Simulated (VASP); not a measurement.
Crystal: MnHg.

```
CELL_PARAMETERS angstrom
3.31500 0.00000 0.00000
0.00000 3.31500 0.00000
0.00000 0.00000 3.31500
ATOMIC_POSITIONS crystal
Mn 0.50000 0.50000 0.50000
Hg 0.00000 0.00000 0.00000
```

- Program: VASP 6.6.1
- Task: relaxation of cell and atoms
- Functional: PBE
- Potentials or basis: VASP PAW PBE potentials, release 64 (Mn_pv, Hg)
- Cutoff: 500 eV
- k mesh: 12 × 12 × 12
- Occupations: gaussian, width 0.1 eV
- Spin: no spin polarisation

At the start: pressure -14.5 GPa; volume 18.21 Å³/atom.

Question: How do energy, volume and symmetry change on relaxing?

Answer: Over 6 steps the energy falls by 132.0 meV/atom and the volume is 15.72 Å³/atom (-13.7 %); space group Pm-3m (No. 221, to 0.1 Å) before and after.

Step by step:
| step | energy change (eV) | largest force (eV/Å) | pressure (GPa) | volume (Å³) |
| --- | --- | --- | --- | --- |
| 1 | 0.0000 | 0.0000 | -14.47 | 36.43 |
| 2 | -0.1035 | 0.0000 | 18.98 | 28.43 |
| 3 | -0.2640 | 0.0000 | -0.25 | 31.49 |
| 4 | -0.2640 | 0.0000 | 0.17 | 31.40 |
| 5 | -0.2640 | 0.0000 | -0.16 | 31.47 |
| 6 | -0.2640 | 0.0000 | 0.01 | 31.43 |

Final structure:
```
Mn Hg
1.0
     3.15600    0.00000    0.00000
     0.00000    3.15600    0.00000
     0.00000    0.00000    3.15600
Mn Hg
1 1
Direct
  0.50000 0.50000 0.50000
  0.00000 0.00000 0.00000
```

Caveat: the run has no spin polarisation, though such a crystal can be magnetic.
